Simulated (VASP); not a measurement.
Runs of VASP 6.6.1 on CO2. The structure is that of space group Fm-3m (No. 225), or close to it. The cells are those of the table. 

```csv
task,cell,k mesh,cutoff (eV),gap on the mesh (eV),pressure (GPa),relaxed volume (Å³/atom)
relaxation of cell and atoms,"relaxed from a = 3.217 Å, angles 60.0°, 3 atoms",8 × 8 × 8,600,none,0.0,7.22
single point,"a = 3.131 Å, angles 60.0°, 3 atoms",8 × 8 × 8,600,none,-0.4,-
relaxation of cell and atoms,"relaxed from a = 3.131 Å, angles 60.0°, 3 atoms",9 × 9 × 9,600,none,0.2,7.20
single point,"a = 3.129 Å, angles 60.0°, 3 atoms",9 × 9 × 9,520,none,(a),-
```

Alike in all rows: level PBEsol; potentials or basis VASP PAW PBE potentials, release 64 (C, O); no spin polarisation; smearing fermi-dirac 0.02 eV.

**Question.** Estimate the missing entries.

**Answer.** (a) -0.1.

Caveats: the PAW data sets were made with another functional, which shifts forces and pressure a little.

A gap of «none» marks levels without a gap at the run's occupations.
